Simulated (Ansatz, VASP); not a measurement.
This is a calculation of Pb for VASP 6.6.1.

INCAR

```
ALGO = Fast
EDIFF = 1E-7
ENCUT = 520
GGA = CA
ISIF = 2
ISMEAR = -1
LASPH = T
LCHARG = F
LREAL = F
LWAVE = F
NBANDS = 13
NELM = 100
PREC = Accurate
SIGMA = 0.05
```

The input KPOINTS:

```
k-points
0
Gamma
  9 9 9
```

File POSCAR:

```
Pb
1.0
    0.0000000000      2.5235621278      2.5235621278
    2.5235621278      0.0000000000      2.5235621278
    2.5235621278      2.5235621278      0.0000000000
Pb
1
Direct
    0.0000000000      0.0000000000      0.0000000000
```

Potentials or basis: VASP PAW LDA potentials, release 64 (Pb_d).

Launch:

```bash
$ cat potpaw_LDA.64/Pb_d/POTCAR > POTCAR
$ mpirun -np 1 vasp_std > vasp.out
```

Problem. Set up the same calculation for Ansatz 0.2.0. Potentials there: all-electron LAPW, scalar-relativistic.

Solution. As run (the cutoff follows the program's own potentials):

input.yaml

```yaml
crystal:
  lattice:
    - [0.0, 2.5235621278, 2.5235621278]
    - [2.5235621278, 0.0, 2.5235621278]
    - [2.5235621278, 2.5235621278, 0.0]
  atoms:
    - { symbol: Pb, position: [0.0, 0.0, 0.0] }
kpoints:
  mp_grid: { grid: [9, 9, 9] }
scf:
  occupations: { method: fermi_dirac, width: 0.05 }
hamiltonian:
  xc: lda
  pseudopotentials: { kind: all_electron, lapw: { basis_error: 0.001 } }
output:
  forces: true
  stress: true
  eigenvalues: true
```

Potentials or basis: all-electron LAPW, scalar-relativistic.

The run is started by

```bash
$ ansatz run input.yaml --threads 1 --pin off --max-ram 3072MiB --backend cpu --events-out ev --progress --plain --runs-dir out
```

Both were run:

|  | VASP | Ansatz | Ansatz less VASP |
| --- | --- | --- | --- |
| gap on the k mesh at the Fermi level (eV) | none | none | - |
| pressure (GPa) | -4.2 | -4.3 | -0.02 |

LDA's correlation is that of Perdew and Zunger in VASP and of Perdew and Wang (1992) in Ansatz. A gap of «none» marks a metal or a gap that the smearing closes. Ansatz ran all-electron here, and VASP with PAW potentials.

Neither program's run includes spin-orbit coupling.
